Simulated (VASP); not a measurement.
Input of a VASP 6.6.1 run:

Contents of INCAR:

```
  PREC = Accurate
  ENCUT = 520
  EDIFF = 1E-6
  ISMEAR = -1
  SIGMA = 0.1
  LREAL = False
  LASPH = True
  NELM = 100
  ALGO = Normal
  ISIF = 2
  LWAVE = False
  LCHARG = False
  NBANDS = 14
```

The input KPOINTS:

```
Automatic mesh
0
Gamma
  8 8 11
```

The input POSCAR:

```
As
1.0
    4.7518084129      0.0000000000      0.0000000000
   -2.3759042065      4.1151867995      0.0000000000
    0.0000000000      0.0000000000      2.7654405761
As
3
Direct
    1.0000000000      1.0000000000      0.0000000000
    0.3333333333      0.6666666667      0.5000000000
    0.6666666667      0.3333333333      0.5000000000
```

Potentials or basis: VASP PAW LDA potentials, release 64 (As).

Command:

```bash
$ cat potpaw_LDA.64/As/POTCAR > POTCAR
$ mpirun -np 1 vasp_std > vasp.out
```

What does it give for the pressure?

0.3 GPa.
